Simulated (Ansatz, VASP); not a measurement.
## EuMn in VASP and in Ansatz

INCAR

```
SYSTEM = EuMn
PREC = Accurate
ENCUT = 520
EDIFF = 1E-7
ISMEAR = 0
SIGMA = 0.05
LREAL = .FALSE.
LASPH = .TRUE.
NELM = 150
ALGO = Normal
ISIF = 2
LWAVE = .FALSE.
LCHARG = .FALSE.
ISPIN = 2
MAGMOM = 7 -3.5
LORBIT = 11
LMAXMIX = 6
LDAU = .TRUE.
LDAUTYPE = 2
LDAUL = 3 -1
LDAUU = 6 0
LDAUJ = 0 0
LDAUPRINT = 1
GGA = PE
NBANDS = 26
```

File KPOINTS:

```
regular mesh
0
G
  8 8 8
  0 0 0
```

The input POSCAR:

```
EuMn
1.0
    3.7595588182      0.0000000000      0.0000000000
    0.0000000000      3.7595588182      0.0000000000
    0.0000000000      0.0000000000      3.7595588182
Eu Mn
1 1
Direct
    0.0000000000      0.0000000000      0.0000000000
    0.5000000000      0.5000000000      0.5000000000
```

Input for Ansatz:

```yaml
crystal:
  lattice:
    - [3.7595588182, 0.0, 0.0]
    - [0.0, 3.7595588182, 0.0]
    - [0.0, 0.0, 3.7595588182]
  atoms:
    - { symbol: Eu, position: [0.0, 0.0, 0.0], spin: 7.0 }
    - { symbol: Mn, position: [0.5, 0.5, 0.5], spin: -3.5 }
basis:
  ecutwfc: 420
  ecutrho_ratio: 4
kpoints:
  mp_grid: { grid: [8, 8, 8] }
hamiltonian:
  xc: pbe
  hubbard: { sites: [{ species: Eu, l: f, u_eff: 6.0 }] }
scf:
  occupations: { method: gaussian, width: 0.05 }
  algorithm: direct_min
output:
  forces: true
  stress: true
magnetization:
  spin_polarized: true
```

Alike in both runs: task single point; functional PBE; k mesh 8 × 8 × 8; occupations gaussian, width 0.05 eV; collinear spin; Hubbard terms Eu f U = 6.0 eV.

```csv
,VASP,Ansatz
version,VASP 6.6.1,Ansatz 0.2.0
potentials or method,"VASP PAW PBE potentials, release 64 (Eu, Mn_pv), cutoff 520 eV","scalar-relativistic, plane waves, PAW"
valence electrons in the cell,30,32
```

```tsv
	VASP	Ansatz	Ansatz less VASP
gap on the k mesh at the Fermi level (eV)	none	none	-
pressure (GPa)	0.0	0.0	0.00
net moment per atom (μB)	1.78	1.78	+0.002
size of the moment on the site where the two differ most (μB)	6.83	7.07	+0.239
```

Site moments also hang on the region over which each program counts them. The programs project onto different local orbitals, so the same U acts differently, and such runs can settle in different states. A gap of «none» marks a metal or a gap that the smearing closes. VASP's potentials hold 30 valence electrons a cell and Ansatz's 32, so a difference there can come from the potentials and not from the codes. Ansatz's warnings: filled band counts differ across k points.

Spin-orbit coupling is off throughout.
